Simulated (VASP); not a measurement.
Wanted: the native input for a VASP 6.6.1 run.

```
Task                   : single point
Functional             : LDA
Potentials or basis    : VASP PAW LDA potentials, release 64 (Mo_sv, S)
Cutoff                 : 520 eV
k mesh                 : 10 × 10 × 10
Occupations            : fermi-dirac, width 0.05 eV
Spin                   : no spin polarisation
Dipole correction      : no
Further INCAR settings : ALGO = Normal; EDIFF = 1e-06; NBANDS = 20
```

The structure of MoS2 lies in POSCAR:

```
MoS2
1.0
    1.6109882594      0.9301045052      6.2706188579
   -1.6109882594      0.9301045052      6.2706188579
    0.0000000000     -1.8602090104      6.2706188579
Mo S
1 2
Direct
    0.0000000000      0.0000000000      0.0000000000
    0.4170000000      0.4170000000      0.4170000000
    0.2500000000      0.2500000000      0.2500000000
```

The input as run:

INCAR

```
PREC = Accurate ; ENCUT = 520
EDIFF = 1E-6 ; ISMEAR = -1
SIGMA = 0.05 ; LREAL = F
LASPH = T ; NELM = 60
ALGO = Normal ; ISIF = 2
LWAVE = F ; LCHARG = F
NBANDS = 20
```

KPOINTS

```
regular mesh
0
Gamma
  10 10 10
```

Potentials or basis: VASP PAW LDA potentials, release 64 (Mo_sv, S).

Command:

```sh
$ cat potpaw_LDA.64/Mo_sv/POTCAR potpaw_LDA.64/S/POTCAR > POTCAR
$ mpirun -np 1 vasp_std > vasp.out
```

Results of the run:

```yaml
Pressure: -10.1 GPa
Largest_force: 0.879 eV/Å
Band_gap_on_the_k_mesh: 0.93 eV, indirect (least direct gap 1.81 eV)
```

It took 5.4 min on 1 thread of Intel(R) Xeon(R) Platinum 8259CL CPU @ 2.50GHz (Skylake/Cascade Lake), with other jobs on the host, peak memory 0.34 GiB.
